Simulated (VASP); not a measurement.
# CdSe (F-43m) in VASP: settings compared

The runs below take CdSe through single point, with PBE, LDA, PBEsol.

Everything below comes from runs of VASP 6.6.1. Logs are shortened: lines on timing, memory, paths and dates and some standing lists are left out, and cuts for length are marked.

## (1) The cell of the first run

The structure is cubic, space group F-43m (No. 216). Conventional cell: a = 6.141 Å, b = 6.141 Å, c = 6.141 Å, α = 90.00°, β = 90.00°, γ = 90.00°. Cd (site symmetry -43m) has 4 Se at 2.66 Å within 3.5 Å. Within 3.5 Å of Se (site symmetry -43m) lie 4 Cd at 2.66 Å.

## (2) Single point, PBE

Input file INCAR:

```
SYSTEM = CdSe
  PREC = Accurate
  ENCUT = 520
  EDIFF = 1E-6
  ISMEAR = -1
  SIGMA = 0.05
  LREAL = .FALSE.
  LASPH = .TRUE.
  NELM = 60
  ALGO = Normal
  ISIF = 2
  LWAVE = .FALSE.
  LCHARG = .TRUE.
  GGA = PE
  LELF = .TRUE.
  LVHAR = .TRUE.
  NBANDS = 16
```

Input file KPOINTS:

```
Automatic mesh
0
G
  6 6 6
  0 0 0
```

Input file POSCAR:

```
CdSe
1.0
    0.0000000000      3.0702711986      3.0702711986
    3.0702711986      0.0000000000      3.0702711986
    3.0702711986      3.0702711986      0.0000000000
Cd Se
1 1
Direct
    0.0000000000      0.0000000000      0.0000000000
    0.2500000000      0.2500000000      0.2500000000
```

Potentials or basis: VASP PAW PBE potentials, release 64 (Cd, Se).

Command:

```sh
cat potpaw_PBE.64/Cd/POTCAR potpaw_PBE.64/Se/POTCAR > POTCAR
mpirun -np 1 vasp_std > vasp.out
```

OUTCAR:

```text
SYSTEM = CdSe
   PREC = Accurate
   ENCUT = 520
   EDIFF = 1E-6
   ISMEAR = -1
   LREAL = .FALSE.
   LASPH = .TRUE.
   NELM = 60
   ISIF = 2
   GGA = PE

 ion  position               nearest neighbor table
   1  0.000  0.000  0.000-   2 2.66   2 2.66   2 2.66   2 2.66
   2  0.250  0.250  0.250-   1 2.66   1 2.66   1 2.66   1 2.66

  LATTYP: Found a face centered cubic cell.
 ALAT       =     6.1405423972

  Lattice vectors:

 A1 = (   0.0000000000,   3.0702711986,   3.0702711986)
 A2 = (   3.0702711986,   0.0000000000,   3.0702711986)
 A3 = (   3.0702711986,   3.0702711986,   0.0000000000)

Analysis of symmetry for initial positions (statically):
=====================================================================
 Subroutine PRICEL returns:
 Original cell was already a primitive cell.

 Routine SETGRP: Setting up the symmetry group for a
 face centered cubic supercell.

 Subroutine GETGRP returns: Found 24 space group operations
 (whereof 24 operations were pure point group operations)
 out of a pool of 48 trial point group operations.

The static configuration has the point symmetry T_d .

Analysis of symmetry for dynamics (positions and initial velocities):
=====================================================================
 Subroutine PRICEL returns:
 Original cell was already a primitive cell.

 Routine SETGRP: Setting up the symmetry group for a
 face centered cubic supercell.

 Subroutine GETGRP returns: Found 24 space group operations
 (whereof 24 operations were pure point group operations)
 out of a pool of 48 trial point group operations.

The dynamic configuration has the point symmetry T_d .

 Subroutine INISYM returns: Found 24 space group operations
 (whereof 24 operations are pure point group operations),
 and found     1 'primitive' translations

----------------------------------------------------------------------------------------

                                     Primitive cell

  volume of cell :      57.8842

  direct lattice vectors                    reciprocal lattice vectors
     0.000000000  3.070271199  3.070271199    -0.162852063  0.162852063  0.162852063
     3.070271199  0.000000000  3.070271199     0.162852063 -0.162852063  0.162852063
[... 69 lines left out ...]
   ICHARG =      2    charge: 1-file 2-atom 10-const
   ISPIN  =      1    spin polarized calculation?
   LNONCOLLINEAR =      F non collinear calculations
   LSORBIT =      F    spin-orbit coupling
   LASPH  =      T    aspherical Exc in radial PAW
   ENCUT  =  520.0 eV  38.22 Ry    6.18 a.u.   8.07  8.07  8.07*2*pi/ulx,y,z
   NELM   =     60;   NELMIN=  2; NELMDL= -5     # of ELM steps
   EDIFF  = 0.1E-05   stopping-criterion for ELM
   LREAL  =      F    real-space projection
   EDIFFG = 0.1E-04   stopping-criterion for IOM
   NSW    =      0    number of steps for IOM
   IBRION =     -1    ionic relax: 0-MD 1-quasi-New 2-CG
   NFREE  =      0    steps in history (QN), initial steepest desc. (CG)
   ISIF   =      2    stress and relaxation
   ISYM   =      2    0-nonsym 1-usesym 2-fastsym
   POTIM  = 0.5000    time-step for ionic-motion
   TEBEG  =    0.0;   TEEND  =   0.0 temperature during run
   PSTRESS=    0.0 pullay stress
   NELECT =      18.0000    total number of electrons
   NUPDOWN=      -1.0000    fix difference up-down
   EMIN   =  10.00;   EMAX   =-10.00  energy-range for DOS
   EFERMI =   0.00;   METHOD = LEGACY
   ISMEAR =    -1;   SIGMA  =   0.05  broadening in eV -4-tet -1-fermi 0-gaus
   EFERMI_NEDOS =   21; number of points for ismear=-14 and -15
   IALGO  =     38    algorithm
   IMIX   =      4    mixing-type and parameters
     AMIX     =   0.40;   BMIX     =  1.00
     AMIX_MAG =   1.60;   BMIX_MAG =  1.00
  volume/ion in A,a.u.               =      28.94       195.31
  Fermi-wavevector in a.u.,A,eV,Ry     =   1.109121  2.095935 16.737199  1.230149
  Thomas-Fermi vector in A             =   2.245657
   LORBIT       =      0    0 simple, 1 ext, 2 COOP (PROOUT), +10 PAW based schemes
   GGA     = PE    functional components
   LHFCALC =     F    Hartree Fock is set to
   AEXX    =    0.0000 exact exchange contribution
   IVDW    =     0    specifies the selected vdW correction
   LEPSILON=     F    determine dielectric tensor
   LRPA    =     F    only Hartree local field effects (RPA)
 non-spin polarized calculation
  energy-cutoff  :      520.00
  volume of cell :       57.88
 maximum number of plane-waves:      1588
   NGX = 17   NGY = 17   NGZ = 17

 number of electron      18.0000008 magnetization

 Free energy of the ion-electron system (eV)
  ---------------------------------------------------
  ext. energy  EPLUGINS =         0.00000000
  ---------------------------------------------------
  free energy    TOTEN  =        -5.48655360 eV

  energy without entropy =       -5.48650662  energy(sigma->0) =       -5.48653011

 E-fermi :   1.0261     XC(G=0):  -8.7551

 val. band max:        0.7221047257   @ k =   0.0000   0.0000   0.0000
 cond. band min:       1.2697324871   @ k =   0.0000   0.0000   0.0000
 fundamental gap:      0.5476277614
 Fermi energy:         1.0260925140

 k-point     1 :       0.0000    0.0000    0.0000
  band No.  band energies     occupation
      1     -11.7144      2.00000
      2      -7.1235      2.00000
      3      -7.1235      2.00000
      4      -7.1235      2.00000
      5      -6.7793      2.00000
      6      -6.7793      2.00000
[... 281 lines left out ...]
      3      -6.9333      2.00000
      4      -6.8367      2.00000
      5      -6.7535      2.00000
      6      -6.3571      2.00000
[... 8 lines left out ...]
     15      13.4472      0.00000
     16      13.5582      0.00000

------------------------ aborting loop because EDIFF is reached ----------------------------------------

  FORCE on cell =-STRESS in cart. coord.  units (eV):
  Direction    XX          YY          ZZ          XY          YZ          ZX
  --------------------------------------------------------------------------------------
  -------------------------------------------------------------------------------------
  Total        0.5711760      0.5711760      0.5711760     -0.0000000     -0.0000000     -0.0000000
  in kB       15.8095795     15.8095795     15.8095795     -0.0000000     -0.0000000     -0.0000000
  external PRESSURE =      15.8095795 kB  Pullay stress =       0.0000000 kB

 VOLUME and BASIS-vectors are now :
 -----------------------------------------------------------------------------
  energy-cutoff  :      520.00
  volume of cell :       57.88
      direct lattice vectors                 reciprocal lattice vectors
     0.000000000  3.070271199  3.070271199    -0.162852063  0.162852063  0.162852063
     3.070271199  0.000000000  3.070271199     0.162852063 -0.162852063  0.162852063
     3.070271199  3.070271199  0.000000000     0.162852063  0.162852063 -0.162852063

 POSITION                                       TOTAL-FORCE (eV/Angst)
 -----------------------------------------------------------------------------------
      0.00000      0.00000      0.00000         0.000000      0.000000      0.000000
      1.53514      1.53514      1.53514        -0.000000     -0.000000     -0.000000
 -----------------------------------------------------------------------------------
    total drift:                               -0.000001     -0.000001     -0.000000

  FREE ENERGIE OF THE ION-ELECTRON SYSTEM (eV)
  ---------------------------------------------------
  free  energy   TOTEN  =        -5.4865535973 eV

  energy  without entropy=       -5.4865066187  energy(sigma->0) =       -5.48653011
```

Wall time 7.9 s (1 thread of Intel Xeon Platinum 8488C (Sapphire Rapids), shared host); peak memory 0.18 GiB.

Results:

```
Free energy            : -5.4866 eV
Pressure               : 1.6 GPa
Band gap on the k mesh : 0.55 eV
```

## (3) Single point, PBE

This run uses another cell than the first one, of 29.76 Å³/atom.

Input file INCAR:

```
PREC     = Accurate       # precision mode
ENCUT    = 520            # plane-wave cutoff, eV
EDIFF    = 1E-7           # SCF threshold, eV
ISMEAR   = -1             # smearing method
SIGMA    = 0.05           # smearing width, eV
LREAL    = F              # projectors in reciprocal space
LASPH    = T              # aspherical terms in the spheres
NELM     = 80             # most SCF steps
ALGO     = Normal         # electronic algorithm
ISIF     = 2              # what is computed and relaxed
LWAVE    = F              # write WAVECAR
LCHARG   = F              # write CHGCAR
GGA      = PE             # functional
NBANDS   = 16             # bands
```

Input file KPOINTS:

```
Automatic mesh
0
Gamma
  6 6 6
```

Input file POSCAR:

```
CdSe
1.0
    0.0000000000      3.0989270266      3.0989270266
    3.0989270266      0.0000000000      3.0989270266
    3.0989270266      3.0989270266      0.0000000000
Cd Se
1 1
Direct
    0.0000000000      0.0000000000      0.0000000000
    0.2500000000      0.2500000000      0.2500000000
```

Potentials or basis: VASP PAW PBE potentials, release 64 (Cd, Se).

Command:

```sh
cat potpaw_PBE.64/Cd/POTCAR potpaw_PBE.64/Se/POTCAR > POTCAR
mpirun -np 1 vasp_std > vasp.out
```

Run time: 13 s. Hardware: 1 thread of Intel Xeon Platinum 8488C (Sapphire Rapids), shared host; peak memory 0.2 GiB.

The run converged. Its results:

```
Free energy            : -5.4956 eV
Pressure               : 0.2 GPa
Band gap on the k mesh : 0.49 eV
```

Levels at points of the mesh, in eV from the valence-band top:
```tsv
k point	band 6	band 7	band 8	band 9	band 10	band 11	band 12	band 13
(0.00, 0.00, 0.00)	-7.45	0.00	0.00	0.00	0.49	5.93	5.93	5.93
(0.50, 0.00, 0.00)	-7.19	-4.07	-0.67	-0.67	2.32	6.42	6.42	7.25
(0.50, 0.50, 0.00)	-7.14	-3.83	-1.67	-1.67	3.24	3.69	8.86	9.88
```

## (4) Single point, LDA

This run uses another cell than the first one, of 27.12 Å³/atom.

Input file INCAR:

```
SYSTEM = CdSe
ALGO = Normal
EDIFF = 1E-6
ENCUT = 520
ISIF = 2
ISMEAR = -1
LASPH = .True.
LCHARG = .False.
LREAL = .False.
LWAVE = .False.
NBANDS = 16
NELM = 80
PREC = Accurate
SIGMA = 0.05
```

Input file KPOINTS:

```
k-points
0
Gamma
  8 8 8
  0 0 0
```

Input file POSCAR:

```
CdSe
1.0
    0.0000000000      3.0042950367      3.0042950367
    3.0042950367      0.0000000000      3.0042950367
    3.0042950367      3.0042950367      0.0000000000
Cd Se
1 1
Direct
    0.0000000000      0.0000000000      0.0000000000
    0.2500000000      0.2500000000      0.2500000000
```

Potentials or basis: VASP PAW LDA potentials, release 64 (Cd, Se).

Command:

```sh
cat potpaw_LDA.64/Cd/POTCAR potpaw_LDA.64/Se/POTCAR > POTCAR
mpirun -np 1 vasp_std > vasp.out
```

Run time: 8.7 s. Hardware: 1 thread of Intel Xeon Platinum 8488C (Sapphire Rapids), shared host; peak memory 0.16 GiB.

The run converged. Its results:

```
Free energy            : -6.7616 eV
Pressure               : 0.5 GPa
Band gap on the k mesh : 0.44 eV
```

Levels at points of the mesh, in eV from the valence-band top:
| k point | band 6 | band 7 | band 8 | band 9 | band 10 | band 11 | band 12 | band 13 |
| --- | --- | --- | --- | --- | --- | --- | --- | --- |
| (0.00, 0.00, 0.00) | -7.67 | 0.00 | 0.00 | 0.00 | 0.44 | 5.79 | 5.79 | 5.79 |
| (0.50, 0.00, 0.00) | -7.35 | -4.70 | -0.82 | -0.82 | 2.24 | 6.32 | 6.32 | 7.29 |
| (0.50, 0.50, 0.00) | -7.28 | -4.33 | -2.02 | -2.02 | 2.87 | 3.64 | 9.06 | 10.24 |

## (5) Single point, PBEsol

This run uses another cell than the first one, of 28.14 Å³/atom.

Input file INCAR:

```
  PREC = Accurate
  ENCUT = 520
  EDIFF = 1E-6
  ISMEAR = -1
  SIGMA = 0.05
  LREAL = False
  LASPH = True
  NELM = 100
  ALGO = Normal
  ISIF = 2
  LWAVE = False
  LCHARG = False
  GGA = PS
  NBANDS = 16
```

Input file KPOINTS:

```
Automatic mesh
0
Gamma
  8 8 8
```

Input file POSCAR:

```
CdSe
1.0
    0.0000000000      3.0416953860      3.0416953860
    3.0416953860      0.0000000000      3.0416953860
    3.0416953860      3.0416953860      0.0000000000
Cd Se
1 1
Direct
    0.0000000000      0.0000000000      0.0000000000
    0.2500000000      0.2500000000      0.2500000000
```

Potentials or basis: VASP PAW PBE potentials, release 64 (Cd, Se).

Command:

```sh
cat potpaw_PBE.64/Cd/POTCAR potpaw_PBE.64/Se/POTCAR > POTCAR
mpirun -np 1 vasp_std > vasp.out
```

Wall time 10 s (1 thread of Intel Xeon Platinum 8488C (Sapphire Rapids), shared host); peak memory 0.18 GiB.

The run converged. Its results:

```yaml
Free_energy: -6.1771 eV
Pressure: 0.3 GPa
Band_gap_on_the_k_mesh: 0.48 eV
```

Levels at points of the mesh, in eV from the valence-band top:
```tsv
k point	band 7	band 8	band 9	band 10	band 11	band 12
(0.00, 0.00, 0.00)	0.00	0.00	0.00	0.48	5.85	5.85
(0.50, 0.00, 0.00)	-4.45	-0.76	-0.76	2.29	6.36	6.36
(0.50, 0.50, 0.00)	-4.13	-1.88	-1.88	3.00	3.67	8.98
```

Caveat: the PAW data sets were made with another functional, which shifts forces and pressure a little.

## (6) Overview

```csv
level,potentials or basis,cell,k mesh,gap on the mesh (eV),pressure (GPa)
PBE,"VASP PAW PBE potentials, release 64 (Cd, Se)","a = 4.342 Å, angles 60.0°, 2 atoms",6 × 6 × 6,0.55,1.6
PBE,"VASP PAW PBE potentials, release 64 (Cd, Se)","a = 4.383 Å, angles 60.0°, 2 atoms",6 × 6 × 6,0.49,0.2
LDA,"VASP PAW LDA potentials, release 64 (Cd, Se)","a = 4.249 Å, angles 60.0°, 2 atoms",8 × 8 × 8,0.44,0.5
PBEsol,"VASP PAW PBE potentials, release 64 (Cd, Se)","a = 4.302 Å, angles 60.0°, 2 atoms",8 × 8 × 8,0.48,0.3
```

Alike in all rows: task single point; no spin polarisation; cutoff (eV) 520; smearing fermi-dirac 0.05 eV.

Caveats: the PAW data sets were made with another functional, which shifts forces and pressure a little (at least some runs).

Total energies depend on the potentials used, so only differences within one code and one set of settings carry meaning.
